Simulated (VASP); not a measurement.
Set up this calculation in VASP 6.6.1, as the native input.

- Task: single point
- Functional: revPBE
- Potentials or basis: VASP PAW PBE potentials, release 64 (Ba_sv)
- Cutoff: 520 eV
- k mesh: 14 × 14 × 14
- Occupations: fermi-dirac, width 0.1 eV
- Spin: no spin polarisation
- Dipole correction: no
- Further INCAR settings: ALGO = Normal; EDIFF = 1e-06; NBANDS = 11

The structure of Ba lies in POSCAR:

```
Ba
1.0
    0.0000000000      3.1046153866      3.1046153866
    3.1046153866      0.0000000000      3.1046153866
    3.1046153866      3.1046153866      0.0000000000
Ba
1
Direct
    0.0000000000      0.0000000000      0.0000000000
```

This cell differs from its parent crystal: volume scaled by 0.88.

These files were run (other wordings do the same):

INCAR

```
PREC = Accurate ; ENCUT = 520
EDIFF = 1E-6 ; ISMEAR = -1
SIGMA = 0.1 ; LREAL = F
LASPH = T ; NELM = 80
ALGO = Normal ; ISIF = 2
LWAVE = F ; LCHARG = F
GGA = RE ; NBANDS = 11
```

KPOINTS

```
Automatic mesh
0
Gamma
  14 14 14
```

Potentials or basis: VASP PAW PBE potentials, release 64 (Ba_sv).

Launch:

```bash
$ cat potpaw_PBE.64/Ba_sv/POTCAR > POTCAR
$ mpirun -np 1 vasp_std > vasp.out
```

Results of the run:

* Pressure: 1.3 GPa
* Band gap on the k mesh: zero (band 5 reaches 2.09 eV, above the bottom of band 6 at 1.73 eV)

Caveat: the PAW data sets were made with another functional, which shifts forces and pressure a little; spin-orbit coupling is left out, which moves the levels of the heavy elements.

Run time: 20 s on 1 thread of Intel(R) Xeon(R) 6975P-C (Granite Rapids), on a shared host, peak memory 0.24 GiB.
